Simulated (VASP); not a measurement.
The system is ScGaTeSe2.

```
Sc Ga Te Se
1.0
     4.42099    0.00000    0.00000
    -2.21049    3.82869    0.00000
     0.00000    0.00000    7.57602
Sc Ga Te Se
1 1 1 2
Direct
  0.66667 0.33333 0.61163
  0.33333 0.66667 0.35665
  0.00000 0.00000 0.02616
  0.33333 0.66667 0.73381
  0.66667 0.33333 0.27174
```

The cell was generated, and may not be a known phase.

* Program: VASP 6.6.1
* Task: relaxation of cell and atoms
* Functional: PBE
* Potentials or basis: VASP PAW PBE potentials, release 64 (Sc_sv, Ga_d, Te, Se)
* Cutoff: 600 eV
* k mesh: 6 × 6 × 2
* Occupations: gaussian, width 0.1 eV
* Spin: no spin polarisation

At the start: pressure 1.8 GPa; volume 25.65 Å³/atom.

Question: Where does the relaxation end?

Answer: Over 70 steps the energy falls by 528.5 meV/atom and the volume is 27.19 Å³/atom (+6.0 %); space group P3m1 (No. 156, to 0.1 Å) before and after.

Step by step:
| step | energy change (eV) | largest force (eV/Å) | pressure (GPa) | volume (Å³) |
| --- | --- | --- | --- | --- |
| 1 | 0.0000 | 1.2077 | 1.83 | 128.24 |
| 3 | -0.1901 | 0.8617 | -1.64 | 137.91 |
| 5 | -0.3130 | 0.5712 | 0.67 | 132.12 |
| 7 | -0.5741 | 1.3126 | 0.00 | 135.38 |
| 9 | -0.6168 | 1.7040 | -0.27 | 136.55 |
| 11 | -0.6439 | 2.0898 | -0.51 | 137.58 |
| 13 | -0.7605 | 2.0214 | -1.21 | 138.85 |
| 15 | -0.9411 | 1.7913 | -2.30 | 139.74 |
| 17 | -1.4726 | 0.4771 | -2.01 | 132.67 |
| 19 | -1.5593 | 0.5355 | -0.76 | 129.29 |
| 21 | -1.6635 | 0.4720 | 2.73 | 122.27 |
| 23 | -1.8074 | 0.5825 | 1.32 | 125.75 |
| 25 | -1.8435 | 0.6248 | 0.05 | 128.68 |
| 27 | -1.8867 | 0.3898 | -1.07 | 131.23 |
| 29 | -1.9269 | 1.1157 | 1.05 | 127.55 |
| 31 | -2.0240 | 0.5130 | 0.25 | 128.60 |
| 33 | -2.1284 | 1.2030 | 1.77 | 125.13 |
| 35 | -2.2100 | 1.3280 | 0.75 | 126.27 |
| 37 | -2.2259 | 1.3512 | 0.40 | 126.63 |
| 39 | -2.3740 | 0.6948 | -0.22 | 127.83 |
| 41 | -2.4373 | 0.4605 | -0.49 | 129.32 |
| 43 | -2.4853 | 0.4915 | 0.91 | 126.34 |
| 45 | -2.4919 | 0.6008 | 1.69 | 124.90 |
| 47 | -2.5260 | 0.5641 | 1.35 | 125.38 |
| 49 | -2.5255 | 0.3968 | 0.52 | 127.44 |
| 51 | -2.5738 | 0.3227 | 0.40 | 127.25 |
| 53 | -2.5843 | 0.2512 | -0.57 | 129.30 |
| 55 | -2.5974 | 0.2289 | 0.11 | 128.17 |
| 57 | -2.6016 | 0.2183 | 0.15 | 128.29 |
| 59 | -2.6217 | 0.2347 | 0.16 | 130.43 |
| 61 | -2.6352 | 0.1148 | -0.21 | 133.55 |
| 63 | -2.6370 | 0.1432 | 0.21 | 133.28 |
| 65 | -2.6406 | 0.1051 | 0.07 | 134.83 |
| 67 | -2.6418 | 0.0531 | -0.03 | 135.30 |
| 69 | -2.6424 | 0.0501 | 0.17 | 135.88 |
| 70 | -2.6426 | 0.0223 | 0.02 | 135.97 |

Final structure:
```
Sc Ga Te Se
1.0
     3.90265    0.00000    0.00000
    -1.95132    3.37979    0.00000
     0.00000    0.00000   10.30827
Sc Ga Te Se
1 1 1 2
Direct
  0.66667 0.33333 0.80329
  0.33333 0.66667 0.20241
  0.00000 0.00000 0.00163
  0.33333 0.66667 0.67540
  0.66667 0.33333 0.31727
```

Caveat: the k points lie up to 0.31 Å⁻¹ apart in the final cell; a cell axis changed by over 15 % at a fixed basis, so the end point is rough; this functional lacks dispersion, which binds layers or chains, so the pressure and a relaxed spacing across them are unreliable.
